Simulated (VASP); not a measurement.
# Ca5EuH9Br3 (an ordered alloy cell) in VASP: relaxation of cell and atoms with PBEsol+U

Aim: the relaxation of cell and atoms of Ca5EuH9Br3 (an ordered alloy cell) with PBEsol+U.

All numbers are computed with VASP 6.6.1; they aren't measurements. Logs are shortened: lines on timing, memory, paths and dates and some standing lists are left out, and cuts for length are marked.

### 1 The cell of the first run

The cell holds an ordered alloy, 18 atoms: a = 6.780 Å, b = 6.723 Å, c = 6.723 Å, α = 120.00°, β = 90.00°, γ = 90.00°.

### 2 Relaxation of cell and atoms, PBEsol+U, collinear spin, ferromagnetic start

INCAR reads:

```
PREC = Accurate
ENCUT = 600
EDIFF = 1E-7
ISMEAR = 0
SIGMA = 0.05
LREAL = F
LASPH = T
NELM = 200
ALGO = Normal
ISIF = 3
LWAVE = F
LCHARG = F
ISPIN = 2
MAGMOM = 0 0 0 7 0 0 0 0 0 0 0 0 0 0 0 0 0 0
LORBIT = 11
LMAXMIX = 6
LDAU = T
LDAUTYPE = 2
LDAUL = -1 3 -1 -1
LDAUU = 0 6 0 0
LDAUJ = 0 0 0 0
LDAUPRINT = 1
GGA = PS
IBRION = 2
NSW = 65
EDIFFG = -0.03
GGA_COMPAT = F
NELMIN = 4
KPAR = 4
```

KPOINTS reads:

```
Automatic mesh
0
Gamma
  4 3 3
```

POSCAR reads:

```
Ca5EuH9Br3
1.0
    0.0000000000      0.0000000000     -6.7802644215
   -5.8226127375     -3.3616870314      0.0000000000
    0.0000000000      6.7233740628      0.0000000000
Br Eu Ca H
3 1 5 9
Direct
    0.0012273110      0.3385517439      0.6672319597
    0.0010536955      0.6666139831      0.3321406393
    0.0002300146     -0.0011068521     -0.0004713121
    0.3075898264      0.3397551165      0.3358746211
    0.3072669193      0.6736000864      1.0070401236
    0.3112167404      1.0037720318      0.6674494051
    0.6928944977      0.6700424196      0.6678211622
    0.6880213071     -0.0014312122      0.3310823176
    0.6984847861      0.3338182503      0.9974881944
    0.6479500343      0.3338890471      0.3405009059
    0.6516509334      0.6699948379      1.0065818085
    0.6467014101      1.0041994746      0.6646258809
    0.3494711341      0.6689381171      0.6671852000
    0.3532550814     -0.0044684374      0.3296621173
    0.3542005096      0.3282041493      1.0016066127
    0.4979909455      0.6650777798      0.3339116029
    0.5011592995     -0.0057803040     -0.0019222168
    0.4978359314      0.3308910368      0.6684675041
```

Potentials or basis: VASP PAW PBE potentials, release 64 (Br, Eu, Ca_sv, H).

Run with:

```sh
> cat potpaw_PBE.64/Br/POTCAR potpaw_PBE.64/Eu/POTCAR potpaw_PBE.64/Ca_sv/POTCAR potpaw_PBE.64/H/POTCAR > POTCAR
> mpirun -np 4 vasp_std > vasp.out
```

OUTCAR:

```text
PREC = Accurate
   ENCUT = 600
   EDIFF = 1E-7
   ISMEAR = 0
   LREAL = F
   LASPH = T
   NELM = 200
   ISIF = 3
   ISPIN = 2
   LORBIT = 11
   GGA = PS
   IBRION = 2
   NSW = 65
   EDIFFG = -0.03
   NELMIN = 4

 ion  position               nearest neighbor table
   1  0.001  0.339  0.667-   4 3.05
   2  0.001  0.667  0.332-   4 3.03
   3  0.000  0.999  1.000-   4 3.09
   4  0.308  0.340  0.336-   2 3.03   1 3.05   3 3.09
   5  0.307  0.674  0.007-
   6  0.311  0.004  0.667-
   7  0.693  0.670  0.668-
   8  0.688  0.999  0.331-
   9  0.698  0.334  0.997-
  10  0.648  0.334  0.341-
  11  0.652  0.670  0.007-
  12  0.647  0.004  0.665-
  13  0.349  0.669  0.667-
  14  0.353  0.996  0.330-
  15  0.354  0.328  0.002-
  16  0.498  0.665  0.334-
  17  0.501  0.994  0.998-
  18  0.498  0.331  0.668-

  LATTYP: Found a hexagonal cell.
 ALAT       =     6.7233740628
 C/A-ratio  =     1.0084615787

  Lattice vectors:

 A1 = (  -5.8226127375,  -3.3616870314,   0.0000000000)
 A2 = (   0.0000000000,   6.7233740628,   0.0000000000)
 A3 = (   0.0000000000,   0.0000000000,  -6.7802644215)

Analysis of symmetry for initial positions (statically):
=====================================================================
 Subroutine PRICEL returns:
 Original cell was already a primitive cell.

 Routine SETGRP: Setting up the symmetry group for a
 hexagonal supercell.

 Subroutine GETGRP returns: Found  1 space group operations
 (whereof  1 operations were pure point group operations)
 out of a pool of 24 trial point group operations.

The static configuration has the point symmetry C_1 .

Analysis of symmetry for dynamics (positions and initial velocities):
=====================================================================
 Subroutine PRICEL returns:
 Original cell was already a primitive cell.

 Routine SETGRP: Setting up the symmetry group for a
 hexagonal supercell.

 Subroutine GETGRP returns: Found  1 space group operations
 (whereof  1 operations were pure point group operations)
 out of a pool of 24 trial point group operations.

The dynamic configuration has the point symmetry C_1 .

Analysis of structural, dynamic, and magnetic symmetry:
=====================================================================
 Subroutine PRICEL returns:
 Original cell was already a primitive cell.

 Routine SETGRP: Setting up the symmetry group for a
 hexagonal supercell.

 Subroutine GETGRP returns: Found  1 space group operations
 (whereof  1 operations were pure point group operations)
 out of a pool of 24 trial point group operations.

The overall configuration has the point symmetry C_1 .

 Subroutine INISYM returns: Found  1 space group operations
[... 331 lines left out ...]

--------------------------------------- Ionic step        9  -------------------------------------------

 number of electron      97.0000001 magnetization       7.0000006

------------------------ aborting loop because EDIFF is reached ----------------------------------------
[... 93 lines left out ...]
  FREE ENERGIE OF THE ION-ELECTRON SYSTEM (eV)
  ---------------------------------------------------
  free  energy   TOTEN  =       -74.4738311629 eV

  energy  without entropy=      -74.4738311629  energy(sigma->0) =      -74.47383116

atom =   4  type =  2  l = 3

 onsite density matrix

spin component  1

  0.9785 -0.0000  0.0000 -0.0013 -0.0000  0.0000 -0.0000
 -0.0000  0.9731 -0.0000 -0.0000  0.0021  0.0000 -0.0000
  0.0000 -0.0000  0.9705 -0.0000  0.0000  0.0021  0.0000
 -0.0013 -0.0000 -0.0000  0.9753  0.0000 -0.0000  0.0000
 -0.0000  0.0021  0.0000  0.0000  0.9705 -0.0000  0.0000
  0.0000  0.0000  0.0021 -0.0000 -0.0000  0.9731 -0.0000
 -0.0000 -0.0000  0.0000  0.0000  0.0000 -0.0000  0.9694

spin component  2

  0.0043  0.0000  0.0000 -0.0001 -0.0000 -0.0000 -0.0000
  0.0000  0.0015 -0.0000 -0.0000  0.0002  0.0000  0.0000
  0.0000 -0.0000  0.0011 -0.0000 -0.0000  0.0002 -0.0000
 -0.0001 -0.0000 -0.0000  0.0024  0.0000  0.0000  0.0000
 -0.0000  0.0002 -0.0000  0.0000  0.0011 -0.0000 -0.0000
 -0.0000  0.0000  0.0002  0.0000 -0.0000  0.0015  0.0000
 -0.0000  0.0000 -0.0000  0.0000 -0.0000  0.0000  0.0002

 occupancies and eigenvectors

  o =  0.0002  v =  0.0000  0.0000  0.0000  0.0000  0.0000  0.0000  0.0000 -0.0013  0.0013 -0.0021  0.0011 -0.0017  0.0006 -1.0000      0.0000  0.0000  0.0000  0.0000  0.0000  0.0000  0.0000  0.0000  0.0000  0.0000  0.0000  0.0000  0.0000  0.0000
  o =  0.0010  v =  0.0000  0.0000  0.0000  0.0000  0.0000  0.0000  0.0000 -0.0008 -0.3254  0.5758 -0.0021  0.7052 -0.2555 -0.0030      0.0000  0.0000  0.0000  0.0000  0.0000  0.0000  0.0000  0.0000  0.0000  0.0000  0.0000  0.0000  0.0000  0.0000
  o =  0.0010  v =  0.0000  0.0000  0.0000  0.0000  0.0000  0.0000  0.0000  0.0031 -0.2686 -0.7046 -0.0064  0.5697  0.3266  0.0004      0.0000  0.0000  0.0000  0.0000  0.0000  0.0000  0.0000  0.0000  0.0000  0.0000  0.0000  0.0000  0.0000  0.0000
  o =  0.0016  v =  0.0000  0.0000  0.0000  0.0000  0.0000  0.0000  0.0000 -0.0007 -0.7898 -0.2018  0.0043 -0.3632 -0.4513 -0.0002      0.0000  0.0000  0.0000  0.0000  0.0000  0.0000  0.0000  0.0000  0.0000  0.0000  0.0000  0.0000  0.0000  0.0000
  o =  0.0016  v =  0.0000  0.0000  0.0000  0.0000  0.0000  0.0000  0.0000  0.0037 -0.4452  0.3622 -0.0028 -0.2150  0.7901 -0.0005      0.0000  0.0000  0.0000  0.0000  0.0000  0.0000  0.0000  0.0000  0.0000  0.0000  0.0000  0.0000  0.0000  0.0000
  o =  0.0023  v =  0.0000  0.0000  0.0000  0.0000  0.0000  0.0000  0.0000  0.0679 -0.0001 -0.0014  0.9977  0.0060  0.0054  0.0011      0.0000  0.0000  0.0000  0.0000  0.0000  0.0000  0.0000  0.0000  0.0000  0.0000  0.0000  0.0000  0.0000  0.0000
  o =  0.0043  v =  0.0000  0.0000  0.0000  0.0000  0.0000  0.0000  0.0000 -0.9977 -0.0017 -0.0012  0.0678  0.0010  0.0048  0.0014      0.0000  0.0000  0.0000  0.0000  0.0000  0.0000  0.0000  0.0000  0.0000  0.0000  0.0000  0.0000  0.0000  0.0000
  o =  0.9693  v = -0.0006 -0.1013 -0.8526 -0.0022  0.1811  0.4679  0.1055  0.0000  0.0000  0.0000  0.0000  0.0000  0.0000  0.0000      0.0000  0.0000  0.0000  0.0000  0.0000  0.0000  0.0000  0.0000  0.0000  0.0000  0.0000  0.0000  0.0000  0.0000
  o =  0.9693  v = -0.0015  0.4631 -0.1566  0.0017 -0.8361  0.0858  0.2338  0.0000  0.0000  0.0000  0.0000  0.0000  0.0000  0.0000      0.0000  0.0000  0.0000  0.0000  0.0000  0.0000  0.0000  0.0000  0.0000  0.0000  0.0000  0.0000  0.0000  0.0000
  o =  0.9694  v =  0.0014 -0.0995  0.1309 -0.0009  0.1833 -0.0718  0.9665  0.0000  0.0000  0.0000  0.0000  0.0000  0.0000  0.0000      0.0000  0.0000  0.0000  0.0000  0.0000  0.0000  0.0000  0.0000  0.0000  0.0000  0.0000  0.0000  0.0000  0.0000
  o =  0.9743  v = -0.0046 -0.1393 -0.4746 -0.0229 -0.0770 -0.8654  0.0002  0.0000  0.0000  0.0000  0.0000  0.0000  0.0000  0.0000      0.0000  0.0000  0.0000  0.0000  0.0000  0.0000  0.0000  0.0000  0.0000  0.0000  0.0000  0.0000  0.0000  0.0000
  o =  0.9743  v =  0.0063  0.8637 -0.0776  0.0032  0.4782 -0.1392 -0.0016  0.0000  0.0000  0.0000  0.0000  0.0000  0.0000  0.0000      0.0000  0.0000  0.0000  0.0000  0.0000  0.0000  0.0000  0.0000  0.0000  0.0000  0.0000  0.0000  0.0000  0.0000
  o =  0.9749  v =  0.3387 -0.0085 -0.0123  0.9406 -0.0029 -0.0184  0.0004  0.0000  0.0000  0.0000  0.0000  0.0000  0.0000  0.0000      0.0000  0.0000  0.0000  0.0000  0.0000  0.0000  0.0000  0.0000  0.0000  0.0000  0.0000  0.0000  0.0000  0.0000
  o =  0.9790  v = -0.9408  0.0026 -0.0016  0.3388  0.0040 -0.0039  0.0011  0.0000  0.0000  0.0000  0.0000  0.0000  0.0000  0.0000      0.0000  0.0000  0.0000  0.0000  0.0000  0.0000  0.0000  0.0000  0.0000  0.0000  0.0000  0.0000  0.0000  0.0000

--------------------------------------- Ionic step       11  -------------------------------------------

 number of electron      96.9999998 magnetization       7.0000005

 Free energy of the ion-electron system (eV)
  ---------------------------------------------------
  ext. energy  EPLUGINS =         0.00000000
  ---------------------------------------------------
  free energy    TOTEN  =       -74.47485447 eV

  energy without entropy =      -74.47485447  energy(sigma->0) =      -74.47485447

 E-fermi :   4.2512     XC(G=0):  -9.6116

 val. band max:        4.0346440167   @ k =   0.5000   0.0000   0.0000
 cond. band min:       5.3720351916   @ k =   0.5000   0.3333   0.0000
 fundamental gap:      1.3373911748
 Fermi energy:         4.2511584946

 spin component 1

 k-point     1 :       0.0000    0.0000    0.0000
  band No.  band energies     occupation
      1     -37.2226      1.00000
      2     -37.2017      1.00000
      3     -37.2004      1.00000
      4     -37.1627      1.00000
      5     -37.1581      1.00000
      6     -36.3069      1.00000
[... 1186 lines left out ...]
     59       6.1807      0.00000
     60       6.1868      0.00000
 Fermi energy:         4.2511584946

 spin component 2

 k-point     1 :       0.0000    0.0000    0.0000
  band No.  band energies     occupation
      1     -37.2217      1.00000
      2     -37.2011      1.00000
      3     -37.1998      1.00000
      4     -37.1625      1.00000
      5     -37.1579      1.00000
      6     -33.1955      1.00000
[... 1186 lines left out ...]
     59       7.4919      0.00000
     60       7.4959      0.00000
 [bands above 60 left out]

------------------------ aborting loop because EDIFF is reached ----------------------------------------

  FORCE on cell =-STRESS in cart. coord.  units (eV):
  Direction    XX          YY          ZZ          XY          YZ          ZX
  --------------------------------------------------------------------------------------
  -------------------------------------------------------------------------------------
  Total        0.0010867      0.0075939      0.0805420     -0.0523625      0.0332117     -0.0039060
  in kB        0.0065176      0.0455442      0.4830511     -0.3140443      0.1991873     -0.0234262
  external PRESSURE =       0.1783710 kB  Pullay stress =       0.0000000 kB
[... 33 lines left out ...]
  FREE ENERGIE OF THE ION-ELECTRON SYSTEM (eV)
  ---------------------------------------------------
  free  energy   TOTEN  =       -74.4748544726 eV

  energy  without entropy=      -74.4748544726  energy(sigma->0) =      -74.47485447

 reached required accuracy - stopping structural energy minimisation

 total charge

# of ion       s       p       d       f       tot
--------------------------------------------------
    1        1.595   3.286   0.009   0.000   4.891
    2        1.595   3.286   0.009   0.000   4.891
    3        1.595   3.286   0.009   0.000   4.891
    4        2.026   5.752   0.316   6.814  14.908
    5        2.033   5.851   0.275   0.000   8.158
    6        2.033   5.851   0.275   0.000   8.158
[... 10 lines left out ...]
   17        0.495   0.003   0.000   0.000   0.498
   18        0.496   0.003   0.000   0.000   0.498
--------------------------------------------------
tot         21.727  44.887   1.704   6.814  75.133

 magnetization (x)

# of ion       s       p       d       f       tot
--------------------------------------------------
    1       -0.000  -0.005   0.001   0.000  -0.005
    2       -0.000  -0.005   0.001   0.000  -0.005
    3       -0.000  -0.005   0.001   0.000  -0.005
    4       -0.012  -0.102   0.053   6.791   6.730
    5       -0.000  -0.000   0.000   0.000   0.000
    6       -0.000  -0.000   0.000   0.000   0.000
[... 10 lines left out ...]
   17       -0.004   0.000   0.000   0.000  -0.004
   18       -0.004   0.000   0.000   0.000  -0.004
--------------------------------------------------
tot         -0.044  -0.117   0.057   6.791   6.687
```

Wall time 35 min (4 MPI ranks of Intel Xeon 6975P-C (Granite Rapids), shared host); peak memory 1 GiB.

What came out:

```
Free energy                                           : -74.4749 eV
Relaxed volume                                        : 14.84 Å³/atom
Relaxed cell                                          : a = 6.792 Å, b = 6.741 Å, c = 6.741 Å, α = 120.07°, β = 89.95°, γ = 90.00°
Space group after relaxing (to 0.1 Å)                 : P31m (No. 157)
Energy gained by relaxing                             : 7.0 meV/atom
Ionic steps                                           : 11
Pressure after relaxing                               : 0.0 GPa
Largest force after relaxing                          : 0.018 eV/Å
Band gap on the k mesh                                : 1.34 eV (least direct gap 1.46 eV)
Net moment                                            : 7.00 μB per cell
Site moments                                          : Br -0.01; Eu +6.73; Ca +0.00; H -0.00 μB
Valence electrons inside the program's atomic spheres : Br 4.89; Eu 14.91; Ca 8.16, 8.15 (each value once); H 0.55, 0.50 (each value once)
```

Forces in eV/Å, atoms in the order of the input:
```
Br  -0.001 -0.015  0.001
Br   0.010  0.002  0.005
Br  -0.003  0.006  0.004
Eu   0.004 -0.002 -0.012
Ca  -0.001  0.010  0.008
Ca   0.007 -0.003  0.015
Ca  -0.007 -0.009 -0.001
Ca  -0.004 -0.005 -0.005
Ca  -0.001  0.017 -0.005
H    0.002  0.000 -0.010
H   -0.002 -0.001  0.003
H    0.000 -0.002 -0.002
H   -0.012  0.004 -0.001
H    0.001  0.002  0.009
H   -0.007 -0.008 -0.002
H    0.007  0.000 -0.004
H    0.000 -0.004  0.007
H    0.004  0.006 -0.011
```

Step by step:
| step | energy change (eV) | largest force (eV/Å) | pressure (GPa) | volume (Å³) |
| --- | --- | --- | --- | --- |
| 1 | 0.0000 | 0.5321 | 0.26 | 265.43 |
| 2 | -0.0572 | 0.3295 | 0.11 | 266.36 |
| 3 | -0.0991 | 0.1848 | -0.09 | 268.06 |
| 4 | -0.1103 | 0.0907 | -0.07 | 267.81 |
| 5 | -0.1168 | 0.0816 | -0.02 | 267.41 |
| 6 | -0.1168 | 0.0818 | -0.02 | 267.38 |
| 7 | -0.1197 | 0.0742 | 0.01 | 267.15 |
| 8 | -0.1224 | 0.0576 | 0.11 | 266.61 |
| 9 | -0.1244 | 0.0348 | -0.06 | 267.49 |
| 10 | -0.1246 | 0.0332 | -0.13 | 267.94 |
| 11 | -0.1257 | 0.0179 | 0.02 | 267.14 |

Final structure:
```
Br Eu Ca H
1.0
    -0.00205    0.00323   -6.79219
    -5.83632   -3.37419   -0.00012
     0.00407    6.74129   -0.00319
Br Eu Ca H
3 1 5 9
Cartesian
  -1.9486 3.4275 -6.7764
  -3.9401 -0.0199 -6.7772
  -5.7977 3.3486 -6.7799
  -1.9500 1.1278 -2.0817
  -3.8930 -2.2471 -2.1359
  -0.0019 4.4959 -2.1390
  -3.8899 2.2496 -4.6699
  -0.0093 2.2476 -4.6687
  -1.9508 -1.1127 -4.6677
  -1.9524 1.1286 -4.4843
  -3.8939 -2.2428 -4.3991
  -0.0047 4.4987 -4.3986
  -3.9527 2.2824 -2.4068
  -5.7804 -1.0908 -2.4100
  -1.9434 5.5550 -2.4088
  -3.8557 0.0281 -3.3964
  -0.0471 0.0332 -3.4097
  -1.9529 3.3218 -3.3903
```

Eigenvalues of the final occupation matrices:
```
    site  spin  trace                         eigenvalues
site 4 f     1   6.81  0.97 0.97 0.97 0.97 0.97 0.97 0.98
site 4 f     2   0.01  0.00 0.00 0.00 0.00 0.00 0.00 0.00
```

Caveat: the PAW data sets were made with another functional, which shifts forces and pressure a little; spin-orbit coupling is left out, which moves the levels of the heavy elements.
